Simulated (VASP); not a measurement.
A run of VASP 6.6.1 is set up as follows.

INCAR

```
SYSTEM = InSb3
  PREC = Accurate
  ENCUT = 520
  EDIFF = 1E-6
  ISMEAR = -1
  SIGMA = 0.05
  LREAL = .False.
  LASPH = .True.
  NELM = 60
  ALGO = Normal
  ISIF = 2
  LWAVE = .False.
  LCHARG = .True.
  GGA = PE
  LELF = .True.
  LVHAR = .True.
  NBANDS = 22
```

The input KPOINTS:

```
Automatic mesh
0
Gamma
  6 6 6
  0 0 0
```

Contents of POSCAR:

```
InSb3
1.0
    4.7741085314      0.0000000000      0.0000000000
    0.0000000000      4.7741085314      0.0000000000
    0.0000000000      0.0000000000      4.7741085314
Sb In
3 1
Direct
    0.5000000000      0.5000000000      0.0000000000
    0.0000000000      0.5000000000      0.5000000000
    0.5000000000      0.0000000000      0.5000000000
    0.0000000000      0.0000000000      0.0000000000
```

Potentials or basis: VASP PAW PBE potentials, release 64 (Sb, In_d).

The run is started by

```sh
$ cat potpaw_PBE.64/Sb/POTCAR potpaw_PBE.64/In_d/POTCAR > POTCAR
$ mpirun -np 1 vasp_std > vasp.out
```

Task: Predict the pressure.

Result: 1.2 GPa.

Task: Predict the band gap on the k mesh.

Result: Zero (band 14 reaches 11.69 eV, above the bottom of band 15 at 6.95 eV).

Caveat: spin-orbit coupling is left out, which moves the levels of the heavy elements.
